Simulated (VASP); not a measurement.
Write the native input for VASP 6.6.1 that does the following.

* Task: electric field gradients
* Functional: PBEsol
* Potentials or basis: VASP PAW PBE potentials, release 64 (Hf_pv, O)
* Cutoff: 520 eV
* k mesh: 5 × 3 × 5
* Occupations: fermi-dirac, width 0.02 eV
* Spin: no spin polarisation
* Dipole correction: no
* Further INCAR settings: LREAL = Auto; ALGO = Normal; EDIFF = 1e-08; NBANDS = 106

The structure of HfO2 lies in POSCAR:

```
HfO2
1.0
    5.0598000000      0.0000000000      0.0000000000
    0.0000000000     10.0172000000      0.0000000000
    0.0000000000      0.0000000000      5.2276000000
Hf O
8 16
Direct
    0.7451453815      0.8845374889      0.9648639292
    0.2451453815      0.6154625111      0.0351360708
    0.2548546185      0.3845374889      0.5351360708
    0.7548546185      0.1154625111      0.4648639292
    0.2548546185      0.1154625111      0.0351360708
    0.7548546185      0.3845374889      0.9648639292
    0.7451453815      0.6154625111      0.4648639292
    0.2451453815      0.8845374889      0.5351360708
    0.8705074914      0.7907433626      0.6240165300
    0.3705074914      0.7092566374      0.3759834700
    0.1294925086      0.2907433626      0.8759834700
    0.6294925086      0.2092566374      0.1240165300
    0.1294925086      0.2092566374      0.3759834700
    0.6294925086      0.2907433626      0.6240165300
    0.8705074914      0.7092566374      0.1240165300
    0.3705074914      0.7907433626      0.8759834700
    0.5028771638      0.9764425996      0.2617206517
    0.0028771638      0.5235574004      0.7382793483
    0.4971228362      0.4764425996      0.2382793483
    0.9971228362      0.0235574004      0.7617206517
    0.4971228362      0.0235574004      0.7382793483
    0.9971228362      0.4764425996      0.2617206517
    0.5028771638      0.5235574004      0.7617206517
    0.0028771638      0.9764425996      0.2382793483
```

The input as run:

INCAR

```
SYSTEM = HfO2
ALGO     = Normal         ! electronic algorithm
EDIFF    = 1E-8           ! SCF threshold, eV
ENCUT    = 520            ! plane-wave cutoff, eV
GGA      = PS             ! functional
ISIF     = 2              ! what is computed and relaxed
ISMEAR   = -1             ! smearing method
LASPH    = .TRUE.         ! aspherical terms in the spheres
LCHARG   = .FALSE.        ! write CHGCAR
LEFG     = .TRUE.       
LREAL    = Auto         
LWAVE    = .FALSE.        ! write WAVECAR
NBANDS   = 106            ! bands
NELM     = 80             ! most SCF steps
PREC     = Accurate       ! precision mode
SIGMA    = 0.02           ! smearing width, eV
```

KPOINTS

```
k-points
0
G
  5 3 5
  0 0 0
```

Potentials or basis: VASP PAW PBE potentials, release 64 (Hf_pv, O).

Command:

```console
$ cat potpaw_PBE.64/Hf_pv/POTCAR potpaw_PBE.64/O/POTCAR > POTCAR
$ mpirun -np 1 vasp_std > vasp.out
```

Results of the run:

```json
{"Pressure": "-5.4 GPa", "Largest force": "0.101 eV/Å", "Band gap on the k mesh": "4.19 eV (least direct gap 4.35 eV)", "Largest electric field gradient by atom": "Hf +94.4; O -25.7, -14.9 (each value once) V/Å²"}
```

Caveat: the cell stands under tension; without QUAD_EFG the Cq values of the log hold for a quadrupole moment of 1 mb, not for the nuclei; the PAW data sets were made with another functional, which shifts forces and pressure a little; spin-orbit coupling is left out, which moves the levels of the heavy elements; an odd mesh through Γ misses points on the zone boundary, where band edges can lie.

Run time: 13 min on 1 thread of Oxide Virtual Turin-like Processor (shared host), peak memory 0.51 GiB.
